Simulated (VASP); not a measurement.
# Te2Pt (P-3m1) in VASP: further runs

Te2Pt is run at these levels: PBE-based screened hybrid with 40 % exact exchange, HSE06; tasks: single point.

All numbers are computed with VASP 6.6.1; they aren't measurements. Logs are shortened: lines on timing, memory, paths and dates and some standing lists are left out, and cuts for length are marked.

## 1. The cell of the first run

The structure is trigonal, space group P-3m1 (No. 164). The conventional cell has a = 4.038 Å, b = 4.038 Å, c = 5.311 Å, α = 90.00°, β = 90.00°, γ = 120.00°. Within 3.6 Å of Te (site symmetry 3m) lie 3 Pt at 2.70 Å and 6 Te at 3.48 to 3.59 Å. Pt (site symmetry -3m) has 6 Te at 2.70 Å within 3.6 Å.

## 2. Single point, PBE-based screened hybrid with 40 % exact exchange

File POSCAR:

```
Te2Pt
1.0
    4.0381735142      0.0000000000      0.0000000000
   -2.0190867571      3.4971608482      0.0000000000
    0.0000000000      0.0000000000      5.3109405872
Te Pt
2 1
Direct
    0.3333333333      0.6666666667      0.2568471026
    0.6666666667      0.3333333333      0.7431528974
    0.0000000000      0.0000000000      0.0000000000
```

File INCAR.step1:

```
SYSTEM = Te2Pt
PREC = Accurate
ENCUT = 400
EDIFF = 1E-5
ISMEAR = -1
SIGMA = 0.02
LREAL = .False.
LASPH = .True.
NELM = 120
ALGO = Normal
ISIF = 2
LWAVE = .True.
NBANDS = 18
GGA = PE
GGA_COMPAT = .False.
```

File INCAR.step2:

```
SYSTEM = Te2Pt
PREC = Accurate
ENCUT = 400
EDIFF = 1E-6
ISMEAR = -1
SIGMA = 0.02
LREAL = .False.
LASPH = .True.
NELM = 120
ALGO = Normal
ISIF = 2
LWAVE = .False.
LCHARG = .True.
GGA = PE
LHFCALC = .True.
AEXX = 0.4
HFSCREEN = 0.3
PRECFOCK = Normal
LELF = .True.
LVHAR = .True.
NBANDS = 18
ISTART = 1
GGA_COMPAT = .False.
```

File KPOINTS:

```
regular mesh
0
Gamma
  6 6 2
  0 0 0
```

Potentials or basis: VASP PAW PBE potentials, release 64 (Te, Pt).

Command:

```console
$ cat potpaw_PBE.64/Te/POTCAR potpaw_PBE.64/Pt/POTCAR > POTCAR
$ cp INCAR.step1 INCAR
$ mpirun -np 1 vasp_std > vasp.out
$ cp INCAR.step2 INCAR
$ mpirun -np 1 vasp_std > vasp.out
```

OUTCAR:

```text
SYSTEM = Te2Pt
   PREC = Accurate
   ENCUT = 400
   EDIFF = 1E-6
   ISMEAR = -1
   LREAL = .False.
   LASPH = .True.
   NELM = 120
   ISIF = 2
   GGA = PE
   LHFCALC = .True.
   AEXX = 0.4
   HFSCREEN = 0.3
   PRECFOCK = Normal
   ISTART = 1

 ion  position               nearest neighbor table
   1  0.333  0.667  0.257-   3 2.70   3 2.70   3 2.70   2 3.48   2 3.48   2 3.48   2 3.59   2 3.59
                             2 3.59
   2  0.667  0.333  0.743-   3 2.70   3 2.70   3 2.70   1 3.48   1 3.48   1 3.48   1 3.59   1 3.59
                             1 3.59
   3  0.000  0.000  0.000-   1 2.70   2 2.70   2 2.70   1 2.70   2 2.70   1 2.70

  LATTYP: Found a hexagonal cell.
 ALAT       =     4.0381735142
 C/A-ratio  =     1.3151838495

  Lattice vectors:

 A1 = (   4.0381735142,   0.0000000000,   0.0000000000)
 A2 = (  -2.0190867571,   3.4971608482,   0.0000000000)
 A3 = (   0.0000000000,   0.0000000000,   5.3109405872)

Analysis of symmetry for initial positions (statically):
=====================================================================
 Subroutine PRICEL returns:
 Original cell was already a primitive cell.

 Routine SETGRP: Setting up the symmetry group for a
 hexagonal supercell.

 Subroutine GETGRP returns: Found 12 space group operations
 (whereof 12 operations were pure point group operations)
 out of a pool of 24 trial point group operations.

The static configuration has the point symmetry D_3d.

Analysis of symmetry for dynamics (positions and initial velocities):
=====================================================================
 Subroutine PRICEL returns:
 Original cell was already a primitive cell.

 Routine SETGRP: Setting up the symmetry group for a
 hexagonal supercell.

 Subroutine GETGRP returns: Found 12 space group operations
 (whereof 12 operations were pure point group operations)
 out of a pool of 24 trial point group operations.

The dynamic configuration has the point symmetry D_3d.

 Subroutine INISYM returns: Found 12 space group operations
 (whereof 12 operations are pure point group operations),
 and found     1 'primitive' translations

[... 87 lines left out ...]
   EDIFFG = 0.1E-04   stopping-criterion for IOM
   NSW    =      0    number of steps for IOM
   IBRION =     -1    ionic relax: 0-MD 1-quasi-New 2-CG
   NFREE  =      0    steps in history (QN), initial steepest desc. (CG)
   ISIF   =      2    stress and relaxation
   ISYM   =      3    0-nonsym 1-usesym 2-fastsym
   POTIM  = 0.5000    time-step for ionic-motion
   TEBEG  =    0.0;   TEEND  =   0.0 temperature during run
   PSTRESS=    0.0 pullay stress
   NELECT =      22.0000    total number of electrons
   NUPDOWN=      -1.0000    fix difference up-down
   EMIN   =  10.00;   EMAX   =-10.00  energy-range for DOS
   EFERMI =   0.00;   METHOD = LEGACY
   ISMEAR =    -1;   SIGMA  =   0.02  broadening in eV -4-tet -1-fermi 0-gaus
   EFERMI_NEDOS =   21; number of points for ismear=-14 and -15
   IALGO  =     38    algorithm
   IMIX   =      1    mixing-type and parameters
     AMIX     =   0.40;   BMIX     =  1.00
     AMIX_MAG =   1.60;   BMIX_MAG =  1.00
  volume/ion in A,a.u.               =      25.00       168.71
  Fermi-wavevector in a.u.,A,eV,Ry     =   1.087740  2.055530 16.098114  1.183178
  Thomas-Fermi vector in A             =   2.223906
   LORBIT       =      0    0 simple, 1 ext, 2 COOP (PROOUT), +10 PAW based schemes
   GGA     = PE    functional components
   LHFCALC =     T    Hartree Fock is set to
   PRECFOCK=normal    Normal, Fast or Accurate (Low or Medium for compatibility)
   ENCUT4O =  -1.0   cutoff for four orbital integrals eV
   NKREDX  =     1    reduce k-point grid by
   NKREDY  =     1    reduce k-point grid by
   NKREDZ  =     1    reduce k-point grid by
   AEXX    =    0.4000 exact exchange contribution
   HFSCREEN=    0.3000 screening length (either q_TF or 0.3 A-1)
   HFSCREENC=   0.3000 screening length for correlation (either q_TF or 0.3 A-1)
   ENCUTFOCK=  -1.0 apply spherical cutoff to Coloumb kernel
   IVDW    =     0    specifies the selected vdW correction
   LEPSILON=     F    determine dielectric tensor
   LRPA    =     F    only Hartree local field effects (RPA)
 non-spin polarized calculation
  energy-cutoff  :      400.00
  volume of cell :       75.00
 maximum number of plane-waves:      1398
 NGX is ok and might be reduce to    28
  NGX = 20; NGY = 20; NGZ = 28

 number of electron      22.0000008 magnetization

 Free energy of the ion-electron system (eV)
  ---------------------------------------------------
  ext. energy  EPLUGINS =         0.00000000
  ---------------------------------------------------
  free energy    TOTEN  =       -17.40592476 eV

  energy without entropy =      -17.40466872  energy(sigma->0) =      -17.40529674

 E-fermi :   7.9888     XC(G=0):  -7.7812

 val. band max:        7.8105038214   @ k =   0.1667   0.1667   0.0000
 cond. band min:       8.0107511425   @ k =   0.3333   0.3333   0.0000
 fundamental gap:      0.2002473211
 Fermi energy:         7.9888061740

 k-point     1 :       0.0000    0.0000    0.0000
  band No.  band energies     occupation
      1      -7.8442      2.00000
      2      -4.0588      2.00000
      3       0.1701      2.00000
      4       1.2760      2.00000
      5       1.2760      2.00000
      6       3.0076      2.00000
[... 271 lines left out ...]
      5       1.3180      2.00000
      6       3.1515      2.00000
[... 10 lines left out ...]
     17      15.9835      0.00000
     18      17.0103      0.00000

------------------------ aborting loop because EDIFF is reached ----------------------------------------

  FORCE on cell =-STRESS in cart. coord.  units (eV):
  Direction    XX          YY          ZZ          XY          YZ          ZX
  --------------------------------------------------------------------------------------
  -------------------------------------------------------------------------------------
  Total       -1.3168657     -1.3168657     -1.0161326      0.0000000     -0.0000000      0.0000000
  in kB      -28.1306671    -28.1306671    -21.7064580      0.0000000     -0.0000000      0.0000000
  external PRESSURE =     -25.9892641 kB  Pullay stress =       0.0000000 kB

 VOLUME and BASIS-vectors are now :
 -----------------------------------------------------------------------------
  energy-cutoff  :      400.00
  volume of cell :       75.00
      direct lattice vectors                 reciprocal lattice vectors
     4.038173514  0.000000000  0.000000000     0.247636709  0.142973121  0.000000000
    -2.019086757  3.497160848  0.000000000     0.000000000  0.285946241  0.000000000
     0.000000000  0.000000000  5.310940587     0.000000000  0.000000000  0.188290564

 POSITION                                       TOTAL-FORCE (eV/Angst)
 -----------------------------------------------------------------------------------
     -0.00000      2.33144      1.36410         0.000000      0.000000     -0.483699
      2.01909      1.16572      3.94684        -0.000000      0.000000      0.483699
      0.00000      0.00000      0.00000        -0.000000      0.000000      0.000000
 -----------------------------------------------------------------------------------
    total drift:                               -0.000000     -0.000000      0.000001

  FREE ENERGIE OF THE ION-ELECTRON SYSTEM (eV)
  ---------------------------------------------------
  free  energy   TOTEN  =       -17.4059247588 eV

  energy  without entropy=      -17.4046687224  energy(sigma->0) =      -17.40529674
```

It took 20 min on 1 thread of Intel Xeon Platinum 8375C at 2.90GHz (Ice Lake), shared host; peak memory 0.28 GiB.

What came out:

| Property | Result |
| --- | --- |
| Free energy | -17.4059 eV |
| Pressure | -2.6 GPa |
| Largest force | 0.484 eV/Å |
| Band gap on the k mesh | zero (bands 11 and 12 overlap by 1.38 eV) |

Forces on the atoms (eV/Å):
```
Te   0.000  0.000 -0.484
Te   0.000  0.000  0.484
Pt   0.000  0.000  0.000
```

Caveat: the k points lie up to 0.59 Å⁻¹ apart, too coarse for converged energies and pressures of a metal; the PAW data sets were made with another functional, which shifts forces and pressure a little; spin-orbit coupling is left out, which moves the levels of the heavy elements.

## 3. Single point, HSE06

POSCAR is that of step 2.

File INCAR.step1:

```
SYSTEM = Te2Pt
ALGO = Normal ; EDIFF = 1E-5
ENCUT = 400 ; GGA = PE
GGA_COMPAT = .FALSE. ; ISIF = 2
ISMEAR = -1 ; LASPH = .TRUE.
LCHARG = .FALSE. ; LREAL = .FALSE.
LWAVE = .TRUE. ; NBANDS = 18
NELM = 120 ; PREC = Accurate
SIGMA = 0.02
```

File INCAR.step2:

```
SYSTEM = Te2Pt
ALGO = Normal ; EDIFF = 1E-6
ENCUT = 400 ; GGA = PE
GGA_COMPAT = .FALSE. ; HFSCREEN = 0.2079
ISIF = 2 ; ISMEAR = -1
ISTART = 1 ; LASPH = .TRUE.
LCHARG = .FALSE. ; LHFCALC = .TRUE.
LREAL = .FALSE. ; LWAVE = .FALSE.
NBANDS = 18 ; NELM = 120
PREC = Accurate ; PRECFOCK = Normal
SIGMA = 0.02
```

File KPOINTS:

```
k-points
0
G
  6 6 2
  0 0 0
```

Potentials or basis: VASP PAW PBE potentials, release 64 (Te, Pt).

Command:

```console
$ cat potpaw_PBE.64/Te/POTCAR potpaw_PBE.64/Pt/POTCAR > POTCAR
$ cp INCAR.step1 INCAR
$ mpirun -np 1 vasp_std > vasp.out
$ cp INCAR.step2 INCAR
$ mpirun -np 1 vasp_std > vasp.out
```

Wall time 24 min (1 thread of Intel Xeon Platinum 8375C at 2.90GHz (Ice Lake), shared host); peak memory 0.28 GiB.

It converged, with:

* Free energy: -16.3444 eV
* Pressure: -0.9 GPa
* Largest force: 0.318 eV/Å
* Band gap on the k mesh: zero (bands 11 and 12 overlap by 1.34 eV)

Forces in eV/Å, atoms in the order of the input:
```
Te   0.000  0.000 -0.318
Te   0.000  0.000  0.318
Pt   0.000  0.000  0.000
```

Levels at points of the mesh, in eV from the Fermi level:
```
           k point  band 7  band 8  band 9  band 10  band 11  band 12  band 13  band 14  band 15  band 16
(0.00, 0.00, 0.00)   -4.62   -3.38   -0.52    -0.52     1.36     1.36     1.72     3.27     4.83     6.67
(0.50, 0.00, 0.00)   -4.25   -4.07   -3.77    -3.65    -3.31     0.46     2.98     4.38     5.84     6.30
(0.00, 0.00, 0.50)   -4.66   -2.46   -1.67    -1.18    -1.18     2.63     2.63     4.66     5.71     5.71
(0.50, 0.00, 0.50)   -4.37   -4.26   -3.95    -2.62    -0.85     0.80     1.78     4.81     4.92     6.77
```

Caveat: the k points lie up to 0.59 Å⁻¹ apart, too coarse for converged energies and pressures of a metal; the PAW data sets were made with another functional, which shifts forces and pressure a little; spin-orbit coupling is left out, which moves the levels of the heavy elements.

The gap in the log of VASP goes by the Fermi energy; the results here count the filled bands.